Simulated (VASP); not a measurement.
Crystal: WSe2.

```xyz
6
Lattice="3.2711 0.0000 0.0000 -1.6355 2.8328 0.0000 0.0000 0.0000 13.2257" Properties=species:S:1:pos:R:3 pbc="T T T"
W     1.6355    0.9443    9.9193
W     0.0000    1.8886    3.3064
Se    0.0000    1.8886   11.5935
Se    1.6355    0.9443    4.9807
Se    0.0000    1.8886    8.2451
Se    1.6355    0.9443    1.6322
```

- Program: VASP 6.6.1
- Task: relaxation of cell and atoms
- Functional: r2SCAN
- Dispersion: rVV10
- Potentials or basis: VASP PAW PBE potentials, release 64 (W_sv, Se)
- Cutoff: 600 eV
- k mesh: 12 × 12 × 2
- Occupations: fermi-dirac, width 0.03 eV
- Spin: no spin polarisation

At the start: pressure 2.3 GPa; volume 20.43 Å³/atom.

Question: How do energy, volume and symmetry change on relaxing?

Answer: Over 5 steps the energy falls by 3.7 meV/atom and the volume is 20.80 Å³/atom (+1.8 %); space group P6_3/mmc (No. 194, to 0.1 Å) before and after.

Step by step:
```csv
step,energy change (eV),largest force (eV/Å),pressure (GPa),volume (Å³)
1,0.0000,0.1124,2.28,122.55
2,0.0226,0.5229,-3.78,127.78
3,-0.0170,0.1487,-0.25,124.59
4,-0.0214,0.0553,0.07,124.87
5,-0.0220,0.0035,-0.01,124.80
```

Final structure:
```
CELL_PARAMETERS angstrom
3.30567 0.00000 0.00000
-1.65283 2.86279 0.00000
0.00000 0.00000 13.18778
ATOMIC_POSITIONS crystal
W 0.66667 0.33333 0.75000
W 0.33333 0.66667 0.25000
Se 0.33333 0.66667 0.87644
Se 0.66667 0.33333 0.37644
Se 0.33333 0.66667 0.62356
Se 0.66667 0.33333 0.12356
```

Caveat: the PAW data sets were made with another functional, which shifts forces and pressure a little.
